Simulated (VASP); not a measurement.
A run of VASP 6.6.1:

POSCAR

```
Al3Ru2
1.0
    2.9849949801      0.0000000000      0.0000000000
    0.0000000000      2.9849949801      0.0000000000
    0.0000000000      0.0000000000     13.8460874971
Al Ru
6 4
Direct
    0.0000000000      0.0000000000      0.0000000000
    0.5000000000      0.5000000000      0.3044161050
    0.0000000000      0.0000000000      0.1955838950
    0.5000000000      0.5000000000      0.5000000000
    0.0000000000      0.0000000000      0.8044161050
    0.5000000000      0.5000000000      0.6955838950
    0.5000000000      0.5000000000      0.1055410098
    0.0000000000      0.0000000000      0.3944589902
    0.0000000000      0.0000000000      0.6055410098
    0.5000000000      0.5000000000      0.8944589902
```

The input INCAR.step1:

```
SYSTEM = Al3Ru2
ALGO = Normal
EDIFF = 1E-4
ENCUT = 520
GGA = PE
ISMEAR = 0
LASPH = .True.
LCHARG = .False.
LREAL = .False.
LWAVE = .True.
NBANDS = 48
NELM = 100
PREC = Accurate
SIGMA = 0.1
```

File INCAR.step2:

```
SYSTEM = Al3Ru2
ALGO = Normal
EDIFF = 1E-6
ENCUT = 520
ISIF = 2
ISMEAR = 0
ISTART = 1
LASPH = .True.
LCHARG = .False.
LMIXTAU = .True.
LREAL = .False.
LWAVE = .False.
METAGGA = R2SCAN
NBANDS = 48
NELM = 100
PREC = Accurate
SIGMA = 0.1
```

The input KPOINTS:

```
k-points
0
Gamma
  12 12 4
  0 0 0
```

Potentials or basis: VASP PAW PBE potentials, release 64 (Al, Ru_pv).

Run with:

```console
$ cat potpaw_PBE.64/Al/POTCAR potpaw_PBE.64/Ru_pv/POTCAR > POTCAR
$ cp INCAR.step1 INCAR
$ mpirun -np 1 vasp_std > vasp.out
$ cp INCAR.step2 INCAR
$ mpirun -np 1 vasp_std > vasp.out
```

Hardware: 1 thread of Oxide Virtual Turin-like Processor, with other jobs on the host.

How long does it take, and how much memory?

Run time: 19 min on 1 thread of Oxide Virtual Turin-like Processor, on a shared host, peak memory 0.47 GiB. Counts: k points 84.
